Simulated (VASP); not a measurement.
Runs of VASP 6.6.1 on Pd. The structure is that of space group P6_3/mmc (No. 194), or close to it. The cells are those of the table. 

| task | spin | cell | k mesh | cutoff (eV) | smearing | gap on the mesh (eV) | pressure (GPa) | moment (μB) |
| --- | --- | --- | --- | --- | --- | --- | --- | --- |
| single point | collinear, antiferromagnetic start | a = 2.835, b = 2.835, c = 9.411 Å, angles 90.0, 90.0, 120.0°, 4 atoms | 13 × 13 × 4 | 520 | fermi-dirac 0.05 eV | none | 0.3 | (b) |
| single point | collinear, ferromagnetic start | a = 2.944, b = 2.944, c = 9.773 Å, angles 90.0, 90.0, 120.0°, 4 atoms | 14 × 14 × 4 | 520 | fermi-dirac 0.05 eV | none | (a) | 1.58 |
| single point | off | a = 2.841, b = 2.841, c = 9.387 Å, angles 90.0, 90.0, 120.0°, 4 atoms | 17 × 17 × 5 | 520 | fermi-dirac 0.1 eV | none | 0.3 | - |
| relaxation of cell and atoms | off | relaxed from a = 2.751, b = 2.751, c = 8.983 Å, angles 90.0, 90.0, 120.0°, 4 atoms | 13 × 13 × 4 | 600 | fermi-dirac 0.1 eV | - | 0.0 | - |
| single point | collinear, ferromagnetic start | a = 2.872, b = 2.872, c = 9.535 Å, angles 90.0, 90.0, 120.0°, 4 atoms | 14 × 14 × 4 | 520 | fermi-dirac 0.05 eV | none | -4.2 | 1.53 |

Alike in all rows: level BLYP; potentials or basis VASP PAW PBE potentials, release 64 (Pd).

Task: Fill in the values left out.

Result: (a) -10.6; (b) 0.02.

Caveats: the PAW data sets were made with another functional, which shifts forces and pressure a little; the bands computed are all filled at some k points, so no gap is given (some runs).

A k mesh can miss the band edges, and the runs leave out spin-orbit coupling on Pd.

A gap of «none» marks levels without a gap at the run's occupations.
